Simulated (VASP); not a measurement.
# GaCo6Si2 in VASP: single point with r2SCAN

Aim: the single point of GaCo6Si2 with r2SCAN.

All numbers are computed with VASP 6.6.1; they aren't measurements. Logs are shortened: lines on timing, memory, paths and dates and some standing lists are left out, and cuts for length are marked.

## (1) The cell of the first run

The cell holds a disordered packing, 9 atoms: a = 5.132 Å, b = 4.250 Å, c = 5.020 Å, α = 90.87°, β = 84.08°, γ = 85.59°.

## (2) Single point, r2SCAN

Contents of POSCAR:

```
GaCo6Si2
1.0
    5.1068280000      0.5009350000      0.0853230000
   -0.0941940000      4.2073870000      0.5918570000
    0.5123650000     -0.7601920000      4.9357100000
Ga Si Co
1 2 6
Direct
    0.9049570000      0.2749220000      0.3760470000
    0.3216490000      0.2160440000      0.5318320000
    0.5875690000      0.5597640000      0.1834670000
    0.8895230000      0.4747940000      0.8168260000
    0.6991590000      0.0328770000      0.0164400000
    0.0440920000      0.7539020000      0.2177640000
    0.6862200000      0.8483330000      0.5423510000
    0.3022880000      0.7682310000      0.8105540000
    0.2629830000      0.2687310000      0.0453540000
```

Contents of INCAR.step1:

```
PREC = Accurate
ENCUT = 520
ISMEAR = -1
SIGMA = 0.1
LREAL = F
LASPH = T
NELM = 60
NBANDS = 48
GGA = PE
ALGO = Normal
EDIFF = 1E-4
LWAVE = T
LCHARG = F
```

Contents of INCAR.step2:

```
PREC = Accurate
ENCUT = 520
EDIFF = 1E-7
ISMEAR = -1
SIGMA = 0.1
LREAL = F
LASPH = T
NELM = 60
ALGO = Normal
ISIF = 2
LWAVE = F
LCHARG = T
METAGGA = R2SCAN
LMIXTAU = T
LELF = T
LVHAR = T
NBANDS = 48
ISTART = 1
```

Contents of KPOINTS:

```
Automatic mesh
0
Gamma
  4 4 4
  0.5 0 0.5
```

Potentials or basis: VASP PAW PBE potentials, release 64 (Ga_d, Si, Co).

Run with:

```console
cat potpaw_PBE.64/Ga_d/POTCAR potpaw_PBE.64/Si/POTCAR potpaw_PBE.64/Co/POTCAR > POTCAR
cp INCAR.step1 INCAR
mpirun -np 1 vasp_std > vasp.out
cp INCAR.step2 INCAR
mpirun -np 1 vasp_std > vasp.out
```

OUTCAR:

```text
PREC = Accurate
   ENCUT = 520
   EDIFF = 1E-7
   ISMEAR = -1
   LREAL = F
   LASPH = T
   NELM = 60
   ISIF = 2
   METAGGA = R2SCAN
   ISTART = 1

 ion  position               nearest neighbor table
   1  0.905  0.275  0.376-   3 2.26   7 2.33   6 2.33   9 2.34   2 2.35   4 2.35   6 2.37   5 2.44
                             7 2.69   4 2.95
   2  0.322  0.216  0.532-   1 2.35   7 2.35   8 2.38   9 2.50   9 2.57   3 2.64   4 2.66   8 2.70
                             6 3.03   5 3.12   6 3.13
   3  0.588  0.560  0.183-   1 2.26   5 2.28   7 2.29   4 2.29   9 2.31   5 2.39   6 2.56   8 2.62
                             2 2.64   6 2.83
   4  0.890  0.475  0.817-   3 2.29   1 2.35   7 2.37   5 2.37   9 2.45   8 2.54   6 2.55   5 2.64
                             2 2.66   1 2.95
   5  0.699  0.033  0.016-   3 2.28   9 2.37   4 2.37   6 2.38   3 2.39   1 2.44   7 2.50   4 2.64
                             8 2.69   7 2.76   2 3.12
   6  0.044  0.754  0.218-   8 2.32   7 2.33   1 2.33   1 2.37   5 2.38   9 2.38   4 2.55   3 2.56
                             9 2.65   3 2.83   2 3.03   2 3.13
   7  0.686  0.848  0.542-   3 2.29   8 2.32   1 2.33   6 2.33   2 2.35   4 2.37   5 2.50   1 2.69
                             5 2.76
   8  0.302  0.768  0.811-   7 2.32   6 2.32   2 2.38   9 2.40   9 2.46   4 2.54   3 2.62   5 2.69
                             2 2.70
   9  0.263  0.269  0.045-   3 2.31   1 2.34   5 2.37   6 2.38   8 2.40   4 2.45   8 2.46   2 2.50
                             2 2.57   6 2.65

  LATTYP: Found a triclinic cell.
 ALAT       =     6.4066366345
 B/A-ratio  =     0.6633520579
 C/A-ratio  =     0.7835817898
 COS(alpha) =     0.0152543785
 COS(beta)  =     0.0927281187
 COS(gamma) =     0.6017559737

  Lattice vectors:

 A1 = (  -5.2010220000,   3.7064520000,   0.5065340000)
 A2 = (  -0.0941940000,   4.2073870000,   0.5918570000)
 A3 = (  -0.5123650000,   0.7601920000,  -4.9357100000)

Analysis of symmetry for initial positions (statically):
=====================================================================
 Subroutine PRICEL returns:
 Original cell was already a primitive cell.

 Routine SETGRP: Setting up the symmetry group for a
 triclinic supercell.

 Subroutine GETGRP returns: Found  1 space group operations
 (whereof  1 operations were pure point group operations)
 out of a pool of  2 trial point group operations.

The static configuration has the point symmetry C_1 .

Analysis of symmetry for dynamics (positions and initial velocities):
=====================================================================
 Subroutine PRICEL returns:
 Original cell was already a primitive cell.
[... 131 lines left out ...]
   TEBEG  =    0.0;   TEEND  =   0.0 temperature during run
   PSTRESS=    0.0 pullay stress
   NELECT =      75.0000    total number of electrons
   NUPDOWN=      -1.0000    fix difference up-down
   EMIN   =  10.00;   EMAX   =-10.00  energy-range for DOS
   EFERMI =   0.00;   METHOD = LEGACY
   ISMEAR =    -1;   SIGMA  =   0.10  broadening in eV -4-tet -1-fermi 0-gaus
   EFERMI_NEDOS =   21; number of points for ismear=-14 and -15
   IALGO  =     38    algorithm
   IMIX   =      4    mixing-type and parameters
     AMIX     =   0.40;   BMIX     =  1.00
     AMIX_MAG =   1.60;   BMIX_MAG =  1.00
  volume/ion in A,a.u.               =      12.06        81.40
  Fermi-wavevector in a.u.,A,eV,Ry     =   1.447254  2.734914 28.498020  2.094545
  Thomas-Fermi vector in A             =   2.565230
   LORBIT       =      0    0 simple, 1 ext, 2 COOP (PROOUT), +10 PAW based schemes
   METAGGA = R2SCAN    functional components
   LHFCALC =     F    Hartree Fock is set to
   AEXX    =    0.0000 exact exchange contribution
   IVDW    =     0    specifies the selected vdW correction
   LEPSILON=     F    determine dielectric tensor
   LRPA    =     F    only Hartree local field effects (RPA)
 non-spin polarized calculation
  energy-cutoff  :      520.00
  volume of cell :      108.56
 maximum number of plane-waves:      2941
 NGX is ok and might be reduce to    40
   NGX = 19   NGY = 15   NGZ = 19

 number of electron      75.0000009 magnetization

 Free energy of the ion-electron system (eV)
  ---------------------------------------------------
  ext. energy  EPLUGINS =         0.00000000
  ---------------------------------------------------
  free energy    TOTEN  =      -103.93073727 eV

  energy without entropy =     -103.45423257  energy(sigma->0) =     -103.69248492

 E-fermi :   9.4788     XC(G=0): -13.5892

 val. band max:        9.4768807899   @ k =   0.3750   0.2500   0.3750
 cond. band min:       9.4793940358   @ k =   0.1250   0.2500   0.3750
 fundamental gap:      0.0025132459
 Fermi energy:         9.4788418542

 k-point     1 :       0.1250    0.0000    0.1250
  band No.  band energies     occupation
      1      -6.0734      2.00000
      2      -5.9301      2.00000
      3      -5.9005      2.00000
      4      -5.8309      2.00000
      5      -5.8077      2.00000
      6      -2.8152      2.00000
[... 1213 lines left out ...]
     47      13.8574      0.00000
     48      14.4039      0.00000

 [... further k-points ...]

------------------------ aborting loop because EDIFF is reached ----------------------------------------

  FORCE on cell =-STRESS in cart. coord.  units (eV):
  Direction    XX          YY          ZZ          XY          YZ          ZX
  --------------------------------------------------------------------------------------
  -------------------------------------------------------------------------------------
  Total        3.3033220     -1.3215635     -5.3010044     -1.8908742     -3.6413874     -2.1653409
  in kB       48.7540167    -19.5050702    -78.2379860    -27.9075767    -53.7435534    -31.9584546
  external PRESSURE =     -16.3296798 kB  Pullay stress =       0.0000000 kB

 VOLUME and BASIS-vectors are now :
 -----------------------------------------------------------------------------
  energy-cutoff  :      520.00
  volume of cell :      108.56
      direct lattice vectors                 reciprocal lattice vectors
     5.106828000  0.500935000  0.085323000     0.195442917  0.007076218 -0.019198621
    -0.094194000  4.207387000  0.591857000    -0.023373630  0.231790640  0.038126474
     0.512365000 -0.760192000  4.935710000    -0.000575789 -0.027917093  0.198365111

 POSITION                                       TOTAL-FORCE (eV/Angst)
 -----------------------------------------------------------------------------------
      4.78824      1.32416      2.09599        -0.018626     -0.905349      0.830810
      1.89475      0.66581      2.78028         0.875103     -0.022104      1.103067
      3.04189      2.51001      1.28697        -2.597958      1.423572     -1.271199
      4.91643      1.82229      4.38852         0.803403      0.703742      0.467171
      3.57581      0.47606      0.16026        -0.071798     -0.400039     -0.327163
      0.26573      3.02850      1.52478         1.104552      0.190508     -0.241576
      3.70238      3.50073      3.23753        -0.548874     -0.093285     -0.198711
      1.88667      2.76750      4.48113         0.167736     -0.646104     -0.223971
      1.34093      1.22791      0.40534         0.286461     -0.250942     -0.138428
 -----------------------------------------------------------------------------------
    total drift:                               -0.008904     -0.006315      0.004420

  FREE ENERGIE OF THE ION-ELECTRON SYSTEM (eV)
  ---------------------------------------------------
  free  energy   TOTEN  =      -103.9307372747 eV

  energy  without entropy=     -103.4542325672  energy(sigma->0) =     -103.69248492
```

It took 25 min on 1 thread of Intel Xeon Platinum 8375C at 2.90GHz (Ice Lake), shared host; peak memory 0.31 GiB.

Results:

```
Free energy            : -103.9307 eV
Pressure               : -1.6 GPa
Largest force          : 3.224 eV/Å
Band gap on the k mesh : zero (an odd number of electrons rules out a gap without spin polarisation)
```

Forces on the atoms (eV/Å):
```
Ga  -0.019 -0.905  0.831
Si   0.875 -0.022  1.103
Si  -2.598  1.424 -1.271
Co   0.803  0.704  0.467
Co  -0.072 -0.400 -0.327
Co   1.105  0.191 -0.242
Co  -0.549 -0.093 -0.199
Co   0.168 -0.646 -0.224
Co   0.286 -0.251 -0.138
```

Caveat: the k points lie up to 0.37 Å⁻¹ apart, too coarse for converged energies and pressures of a metal; the PAW data sets were made with another functional, which shifts forces and pressure a little.
